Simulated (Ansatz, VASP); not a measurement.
**Two plane-wave programs on HfN**

File INCAR:

```
SYSTEM = HfN
ALGO = Normal
EDIFF = 1E-7
EDIFFG = -0.002
ENCUT = 600
GGA = PE
GGA_COMPAT = .FALSE.
IBRION = 2
ISIF = 3
ISMEAR = 1
LASPH = .TRUE.
LCHARG = .FALSE.
LREAL = .FALSE.
LWAVE = .FALSE.
NELM = 120
NELMIN = 4
NSW = 100
PREC = Accurate
SIGMA = 0.2
```

File KPOINTS:

```
k-points
0
G
  16 16 16
  0 0 0
```

POSCAR

```
HfN
1.0
    0.0000000000      2.2560000000      2.2560000000
    2.2560000000      0.0000000000      2.2560000000
    2.2560000000      2.2560000000      0.0000000000
Hf N
1 1
Direct
    0.0000000000      0.0000000000      0.0000000000
    0.5000000000      0.5000000000      0.5000000000
```

Input for Ansatz:

```yaml
crystal:
  lattice:
    - [0.0, 2.256, 2.256]
    - [2.256, 0.0, 2.256]
    - [2.256, 2.256, 0.0]
  atoms:
    - { symbol: Hf, position: [0.0, 0.0, 0.0] }
    - { symbol: "N", position: [0.5, 0.5, 0.5] }
basis:
  ecutwfc: 420
kpoints:
  mp_grid: { grid: [16, 16, 16] }
hamiltonian:
  xc: pbe
  pseudopotentials: { kind: paw }
scf:
  occupations: { method: methfessel_paxton, width: 0.2 }
output:
  forces: true
  stress: true
  eigenvalues: true
relax:
  adjacent_minimum: "off"
  f_tol: 0.002
  max_steps: 80
  cell: { stress_tol: 0.02 }
```

Alike in both runs: task relaxation of cell and atoms; functional PBE; k mesh 16 × 16 × 16; occupations methfessel-paxton of order 1, width 0.2 eV; no spin polarisation.

```csv
,VASP,Ansatz
version,VASP 6.6.1,Ansatz 0.2.0
potentials or method,"VASP PAW PBE potentials, release 64 (Hf_pv, N), cutoff 600 eV","scalar-relativistic, plane waves, PAW"
valence electrons in the cell,15,31
```

|  | VASP | Ansatz | Ansatz less VASP |
| --- | --- | --- | --- |
| gap on the k mesh at the Fermi level, each at its own relaxed structure (eV) | none | none | - |
| relaxed volume (Å³/atom) | 11.65 | 11.76 | +0.106 |
| relaxed cell length with the largest relative difference (Å) | 3.206 | 3.216 | +0.0097 |

A gap of «none» marks a metal or a gap that the smearing closes. VASP's potentials hold 15 valence electrons a cell and Ansatz's 31, so a difference there can come from the potentials and not from the codes.

Spin-orbit coupling is off throughout.
